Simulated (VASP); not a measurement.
Wanted: the native input for a VASP 6.6.1 run.

| Quantity | Value |
| --- | --- |
| Task | single point |
| Functional | PBE |
| Potentials or basis | VASP PAW PBE potentials, release 64 (Ga_d, W_sv) |
| Cutoff | 520 eV |
| k mesh | 17 × 17 × 10 |
| Occupations | methfessel-paxton, width 0.05 eV |
| Spin | no spin polarisation |
| Dipole correction | no |
| Further INCAR settings | ALGO = Fast; EDIFF = 1e-06; NBANDS = 20 |

The structure of GaW lies in POSCAR:

```
GaW
1.0
    1.1744091000     -2.7573651400      0.0000000000
    1.1744091000      2.7573651400      0.0000000000
    0.0000000000      0.0000000000      3.6494211500
Ga W
1 1
Direct
   -0.0121080000     -0.0045930000      0.0064100000
    0.0215470000      0.0154760000      0.4940100000
```

The input as run:

INCAR

```
SYSTEM = GaW
  ALGO = Fast
  EDIFF = 1E-6
  ENCUT = 520
  GGA = PE
  ISIF = 2
  ISMEAR = 1
  LASPH = .TRUE.
  LCHARG = .FALSE.
  LREAL = .FALSE.
  LWAVE = .FALSE.
  NBANDS = 20
  NELM = 80
  PREC = Accurate
  SIGMA = 0.05
```

KPOINTS

```
k-points
0
G
  17 17 10
  0 0 0
```

Potentials or basis: VASP PAW PBE potentials, release 64 (Ga_d, W_sv).

Run with:

```sh
$ cat potpaw_PBE.64/Ga_d/POTCAR potpaw_PBE.64/W_sv/POTCAR > POTCAR
$ mpirun -np 1 vasp_std > vasp.out
```

Results of the run:

```json
{
  "Pressure": "268.9 GPa",
  "Largest force": "9.049 eV/Å",
  "Band gap on the k mesh": "zero (an odd number of electrons rules out a gap without spin polarisation)"
}
```

Caveat: atoms lie so close that the PAW spheres overlap strongly, which falsifies energies and pressures; the stress differs along the axes, from 15 to 675 GPa; spin-orbit coupling is left out, which moves the levels of the heavy elements; forces of over 1 eV/Å act on the atoms, so gaps and moduli don't describe the material at rest.

Run time: 18 min on 1 thread of Intel Xeon 8259CL, on a shared host, peak memory 0.75 GiB.
